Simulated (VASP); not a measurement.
# Mg2C3 (C2/m) in VASP: further runs, part 2 of 2

VASP 6.6.1.

### 3 Single point, r2SCAN

POSCAR reads:

```
Mg2C3
1.0
    2.4002316155     -2.3525329450     -0.0053560073
    2.4002316155      2.3525329450     -0.0053560073
   -1.2300307562      0.0000000000      4.8615329887
Mg C
2 3
Direct
    0.8086518762      0.8086518762      0.1987820939
    0.1913481238      0.1913481238      0.8012179061
    0.3036422454      0.3036422454      0.2623313550
    0.6963577546      0.6963577546      0.7376686450
    0.5000000000      0.5000000000      0.5000000000
```

INCAR.step1 reads:

```
SYSTEM = Mg2C3
ALGO = Normal ; EDIFF = 1E-4
ENCUT = 520 ; GGA = PE
ISMEAR = 0 ; LASPH = .True.
LCHARG = .False. ; LREAL = .False.
LWAVE = .True. ; NBANDS = 16
NELM = 80 ; PREC = Accurate
SIGMA = 0.05
```

INCAR.step2 reads:

```
SYSTEM = Mg2C3
ALGO = Normal ; EDIFF = 1E-6
ENCUT = 520 ; ISIF = 2
ISMEAR = 0 ; ISTART = 1
LASPH = .True. ; LCHARG = .True.
LELF = .True. ; LMIXTAU = .True.
LREAL = .False. ; LVHAR = .True.
LWAVE = .False. ; METAGGA = R2SCAN
NBANDS = 16 ; NELM = 80
PREC = Accurate ; SIGMA = 0.05
```

KPOINTS reads:

```
k-points
0
Gamma
  8 8 6
  0 0 0
```

Potentials or basis: VASP PAW PBE potentials, release 64 (Mg, C).

Started as:

```
> cat potpaw_PBE.64/Mg/POTCAR potpaw_PBE.64/C/POTCAR > POTCAR
> cp INCAR.step1 INCAR
> mpirun -np 1 vasp_std > vasp.out
> cp INCAR.step2 INCAR
> mpirun -np 1 vasp_std > vasp.out
```

OUTCAR:

```text
SYSTEM = Mg2C3
   EDIFF = 1E-6
   ENCUT = 520
   ISIF = 2
   ISMEAR = 0
   ISTART = 1
   LASPH = .True.
   LREAL = .False.
   METAGGA = R2SCAN
   NELM = 80
   PREC = Accurate

 ion  position               nearest neighbor table
   1  0.809  0.809  0.199-   4 2.24   3 2.32   5 2.36   3 2.37   3 2.37   3 2.52   5 2.82   5 2.82
                             2 3.03   2 3.04   2 3.04   2 3.12   2 3.14
   2  0.191  0.191  0.801-   3 2.24   4 2.32   5 2.36   4 2.37   4 2.37   4 2.52   5 2.82   5 2.82
                             1 3.03   1 3.04   1 3.04   1 3.12   1 3.14
   3  0.304  0.304  0.262-   5 1.32   2 2.24   1 2.32   1 2.37   1 2.37   1 2.52
   4  0.696  0.696  0.738-   5 1.32   1 2.24   2 2.32   2 2.37   2 2.37   2 2.52
   5  0.500  0.500  0.500-   3 1.32   4 1.32   1 2.36   2 2.36   2 2.82   2 2.82   1 2.82   1 2.82

  LATTYP: Found a base centered monoclinic cell.
 ALAT       =     4.8004751827
 B/A-ratio  =     0.9801250316
 C/A-ratio  =     1.0446312061
 COS(beta)  =    -0.2474464031

  Lattice vectors:

 A1 = (   2.4002316155,  -2.3525329450,  -0.0053560073)
 A2 = (   2.4002316155,   2.3525329450,  -0.0053560073)
[... 187 lines left out ...]
 fundamental gap:      1.9192508617
 Fermi energy:         4.8459989975

 k-point     1 :       0.0000    0.0000    0.0000
  band No.  band energies     occupation
      1     -12.4896      2.00000
      2      -8.3367      2.00000
      3      -3.2880      2.00000
      4       0.2097      2.00000
      5       0.9658      2.00000
      6       1.2945      2.00000
[... 433 lines left out ...]
      3      -2.1527      2.00000
      4      -1.3931      2.00000
      5      -0.0275      2.00000
      6       0.8753      2.00000
[... 8 lines left out ...]
     15      14.7409      0.00000
     16      15.5837      0.00000

 [... further k-points ...]

------------------------ aborting loop because EDIFF is reached ----------------------------------------

  FORCE on cell =-STRESS in cart. coord.  units (eV):
  Direction    XX          YY          ZZ          XY          YZ          ZX
  --------------------------------------------------------------------------------------
  -------------------------------------------------------------------------------------
  Total       -0.6292232     -0.6938496     -0.3706765      0.0000000      0.0000000      0.1488415
  in kB      -18.3725097    -20.2595176    -10.8232770      0.0000000      0.0000000      4.3459821
  external PRESSURE =     -16.4851014 kB  Pullay stress =       0.0000000 kB

 VOLUME and BASIS-vectors are now :
 -----------------------------------------------------------------------------
  energy-cutoff  :      520.00
  volume of cell :       54.87
      direct lattice vectors                 reciprocal lattice vectors
     2.400231616 -2.352532945 -0.005356007     0.208430907 -0.212536875  0.052735717
     2.400231616  2.352532945 -0.005356007     0.208430907  0.212536875  0.052735717
    -1.230030756  0.000000000  4.861532989     0.000459261  0.000000000  0.205812633

 POSITION                                       TOTAL-FORCE (eV/Angst)
 -----------------------------------------------------------------------------------
      3.63740      0.00000      0.95772        -0.007199      0.000000     -0.021170
     -0.06696      0.00000      3.89310         0.007199      0.000000      0.021170
      1.13495      0.00000      1.27208        -0.054405      0.000000     -0.119783
      2.43548      0.00000      3.57874         0.054405      0.000000      0.119783
      1.78522      0.00000      2.42541        -0.000000      0.000000      0.000000
 -----------------------------------------------------------------------------------
    total drift:                               -0.000000      0.000000      0.000000

  FREE ENERGIE OF THE ION-ELECTRON SYSTEM (eV)
  ---------------------------------------------------
  free  energy   TOTEN  =       -37.6088661592 eV

  energy  without entropy=      -37.6088661592  energy(sigma->0) =      -37.60886616
```

OSZICAR.step1:

```text
N       E                     dE             d eps       ncg     rms          rms(c)
DAV:   1     0.356154807124E+02    0.35615E+02   -0.68533E+03  3648   0.864E+02
DAV:   2    -0.300428252250E+02   -0.65658E+02   -0.59939E+02  5168   0.160E+02
DAV:   3    -0.338804976092E+02   -0.38377E+01   -0.38188E+01  4752   0.385E+01
DAV:   4    -0.339122430042E+02   -0.31745E-01   -0.31739E-01  4648   0.424E+00
DAV:   5    -0.339125573924E+02   -0.31439E-03   -0.31438E-03  4736   0.406E-01    0.973E+00
DAV:   6    -0.298960400335E+02    0.40165E+01   -0.61783E+00  4680   0.146E+01    0.408E+00
DAV:   7    -0.296345152136E+02    0.26152E+00   -0.12872E+00  5240   0.696E+00    0.223E+00
DAV:   8    -0.296198889921E+02    0.14626E-01   -0.53052E-02  4248   0.155E+00    0.428E-01
DAV:   9    -0.296187444734E+02    0.11445E-02   -0.50091E-03  5112   0.514E-01    0.143E-01
DAV:  10    -0.296187894175E+02   -0.44944E-04   -0.77753E-04  4616   0.169E-01
   1 F= -.29618789E+02 E0= -.29618789E+02  d E =-.119505E-10
```

Run time: 6.6 min. Hardware: 1 thread of Intel Xeon Platinum 8259CL at 2.50GHz (Skylake/Cascade Lake), shared host; peak memory 0.24 GiB.

Results:

```yaml
Free_energy: -37.6089 eV
Pressure: -1.6 GPa
Largest_force: 0.132 eV/Å
Band_gap_on_the_k_mesh: 1.92 eV (least direct gap 2.67 eV)
```

Forces in eV/Å, atoms in the order of the input:
```
Mg  -0.007  0.000 -0.021
Mg   0.007  0.000  0.021
C   -0.054  0.000 -0.120
C    0.054  0.000  0.120
C    0.000  0.000  0.000
```

Levels at points of the mesh, in eV from the valence-band top:
| k point | band 6 | band 7 | band 8 | band 9 | band 10 | band 11 |
| --- | --- | --- | --- | --- | --- | --- |
| (0.00, 0.00, 0.00) | -3.30 | -1.53 | -0.75 | 3.74 | 3.90 | 4.55 |
| (0.50, 0.00, 0.00) | -3.49 | -3.27 | -0.19 | 3.36 | 4.88 | 6.77 |
| (0.50, 0.50, 0.00) | -4.05 | -2.59 | -1.31 | 1.92 | 2.44 | 3.46 |
| (0.00, 0.00, 0.50) | -3.81 | -0.95 | 0.00 | 3.43 | 3.78 | 4.42 |
| (0.50, 0.00, 0.50) | -3.46 | -1.46 | -0.28 | 2.39 | 4.23 | 6.26 |
| (0.50, 0.50, 0.50) | -4.25 | -3.10 | -2.09 | 2.27 | 3.82 | 5.84 |

Caveat: the PAW data sets were made with another functional, which shifts forces and pressure a little. A k mesh can miss the band edges.
